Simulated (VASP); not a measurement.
Runs of VASP 6.6.1 on Ta. The structure is that of space group Fm-3m (No. 225), or close to it. The cells are those of the table. This isn't the form of Ta at room conditions, which is bcc.

```tsv
cell	gap on the mesh (eV)	pressure (GPa)
a = 2.963 Å, angles 120.4, 120.4, 89.3°, 1 atom	none	6.1
a = 2.956 Å, angles 122.4, 122.4, 85.9°, 1 atom	none	(b)
a = 2.996 Å, angles 122.4, 122.4, 85.9°, 1 atom	none	5.2
a = 2.943 Å, angles 120.4, 120.4, 89.3°, 1 atom	none	10.5
a = 3.002 Å, angles 120.4, 120.4, 89.3°, 1 atom	none	-1.8
a = 2.976 Å, angles 122.4, 122.4, 85.9°, 1 atom	none	(a)
a = 2.983 Å, angles 120.4, 120.4, 89.3°, 1 atom	none	2.0
```

Alike in all rows: task single point; level PBE; potentials or basis VASP PAW PBE potentials, release 64 (Ta_pv); no spin polarisation; k mesh 20 × 20 × 20; cutoff (eV) 520; smearing gaussian 0.15 eV.

Task: Estimate the missing entries.

Result: (a) 9.5; (b) 14.4.

Caveats: spin-orbit coupling is left out, which moves the levels of the heavy elements; the cell stands under pressure (at least some runs).

A k mesh can miss the band edges, and the runs leave out spin-orbit coupling on Ta.

A gap of «none» marks levels without a gap at the run's occupations.
